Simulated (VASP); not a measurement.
Here is a VASP 6.6.1 calculation.

Contents of INCAR:

```
PREC = Accurate
ENCUT = 520
EDIFF = 1E-6
ISMEAR = 0
SIGMA = 0.1
LREAL = False
LASPH = True
NELM = 100
ALGO = Fast
ISIF = 2
LWAVE = False
LCHARG = True
GGA = PE
LELF = True
LVHAR = True
NBANDS = 25
```

The input KPOINTS:

```
regular mesh
0
Gamma
  6 6 6
```

File POSCAR:

```
Cu2W
1.0
    0.0000000000      2.8953533828      2.8953533828
    2.8953533828      0.0000000000      2.8953533828
    2.8953533828      2.8953533828      0.0000000000
Cu W
2 1
Direct
    0.2500000000      0.2500000000      0.2500000000
    0.7500000000      0.7500000000      0.7500000000
    0.0000000000      0.0000000000      0.0000000000
```

Potentials or basis: VASP PAW PBE potentials, release 64 (Cu, W_sv).

Command:

```sh
$ cat potpaw_PBE.64/Cu/POTCAR potpaw_PBE.64/W_sv/POTCAR > POTCAR
$ mpirun -np 1 vasp_std > vasp.out
```

(1) Estimate the band gap on the k mesh.

(2) What does it give for the pressure?

Results:

(1) zero (band 18 reaches 7.05 eV, above the bottom of band 19 at 6.34 eV).

(2) 0.1 GPa.

Caveat: spin-orbit coupling is left out, which moves the levels of the heavy elements.
